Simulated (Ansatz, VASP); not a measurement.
One calculation of KBr, two programs

The input POSCAR:

```
KBr
1.0
    0.0000000000      3.3024386828      3.3024386828
    3.3024386828      0.0000000000      3.3024386828
    3.3024386828      3.3024386828      0.0000000000
K Br
1 1
Direct
    0.0000000000      0.0000000000      0.0000000000
    0.5000000000      0.5000000000      0.5000000000
```

File INCAR.step1:

```
SYSTEM = KBr
PREC = Accurate ; ENCUT = 520
EDIFF = 1E-5 ; ISMEAR = 0
SIGMA = 0.01 ; LREAL = .False.
LASPH = .True. ; NELM = 100
ALGO = Normal ; ISIF = 2
LWAVE = .True. ; LCHARG = .False.
GGA = PE ; NBANDS = 15
```

File INCAR.step2:

```
SYSTEM = KBr
PREC = Accurate ; ENCUT = 520
EDIFF = 1E-6 ; ISMEAR = 0
SIGMA = 0.01 ; LREAL = .False.
LASPH = .True. ; NELM = 100
ALGO = Normal ; ISIF = 2
LWAVE = .False. ; LCHARG = .False.
GGA = PE ; LHFCALC = .True.
AEXX = 0.05 ; HFSCREEN = 0.2078
PRECFOCK = Normal ; ISTART = 1
NBANDS = 15
```

KPOINTS

```
Automatic mesh
0
Gamma
  4 4 4
  0 0 0
```

Input for Ansatz:

```yaml
crystal:
  lattice:
    - [0.0, 3.3024386828, 3.3024386828]
    - [3.3024386828, 0.0, 3.3024386828]
    - [3.3024386828, 3.3024386828, 0.0]
  atoms:
    - { symbol: K, position: [0.0, 0.0, 0.0] }
    - { symbol: Br, position: [0.5, 0.5, 0.5] }
kpoints:
  mp_grid: { grid: [4, 4, 4] }
hamiltonian:
  xc:
    exchange: pbe
    correlation: pbe
    exx: { coeff: 0.05, omega: 0.2078 }
scf:
  occupations: { method: fixed }
  n_extra_bands: 4
output:
  forces: true
  stress: true
  eigenvalues: true
```

Alike in both runs: task single point; functional PBE-based screened hybrid; k mesh 4 × 4 × 4; no spin polarisation.

```csv
,VASP,Ansatz
version,VASP 6.6.1,Ansatz 0.2.0
potentials or method,"VASP PAW PBE potentials, release 64 (K_sv, Br)",plane waves
plane-wave cutoff (eV),520,420
occupations,"gaussian, width 0.01 eV",fixed
valence electrons in the cell,16,16
```

|  | VASP | Ansatz | Ansatz less VASP |
| --- | --- | --- | --- |
| gap on the k mesh at the Fermi level (eV) | 4.66 | 4.66 | +0.002 |
| pressure (GPa) | 0.7 | 0.6 | -0.04 |

VASP's potentials were made for PBE, not for PBE-based screened hybrid. Ansatz's warnings: stress exchange threshold loose, stress scf threshold loose.
